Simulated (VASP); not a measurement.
# ScIn3Rh: single point with PBE

ScIn3Rh:

```
CELL_PARAMETERS angstrom
5.83067 0.00000 0.00000
-2.91533 5.04950 0.00000
0.00000 0.00000 4.53266
ATOMIC_POSITIONS crystal
Sc 0.00000 0.00000 0.50000
In 0.50000 0.00000 0.00000
In 0.00000 0.50000 0.00000
In 0.50000 0.50000 0.00000
Rh 0.00000 0.00000 0.00000
```

The cell was generated, and may not be a known phase.

```yaml
Program: VASP 6.6.1
Task: single point
Functional: PBE
Potentials_or_basis: VASP PAW PBE potentials, release 64 (Sc_sv, In_d, Rh_pv)
Cutoff: 500 eV
k_mesh: 3 × 3 × 4
Occupations: gaussian, width 0.1 eV
Spin: no spin polarisation
```

- Pressure: 2.1 GPa
- Band gap on the k mesh: zero (an odd number of electrons rules out a gap without spin polarisation)

Stress tensor (GPa, compression positive):
```
-1.23  0.00  0.00
 0.00 -1.23  0.00
 0.00  0.00  8.77
```

Levels at points of the mesh, in eV from the Fermi level:
| k point | band 29 | band 30 | band 31 | band 32 | band 33 | band 34 | band 35 | band 36 | band 37 | band 38 |
| --- | --- | --- | --- | --- | --- | --- | --- | --- | --- | --- |
| (0.00, 0.00, 0.00) | -3.32 | -2.39 | -2.39 | -0.74 | -0.74 | -0.68 | 0.35 | 0.75 | 1.47 | 1.47 |
| (0.00, 0.00, 0.50) | -3.00 | -2.54 | -2.54 | -2.54 | -0.26 | -0.26 | -0.15 | -0.15 | 0.80 | 1.48 |

Wall time 27 s on 1 thread of Intel(R) Xeon(R) 6975P-C (Granite Rapids), with other jobs on the host, peak memory 0.28 GiB.

Caveat: the k points lie up to 0.41 Å⁻¹ apart, too coarse for converged energies and pressures of a metal; spin-orbit coupling is left out, which moves the levels of the heavy elements.
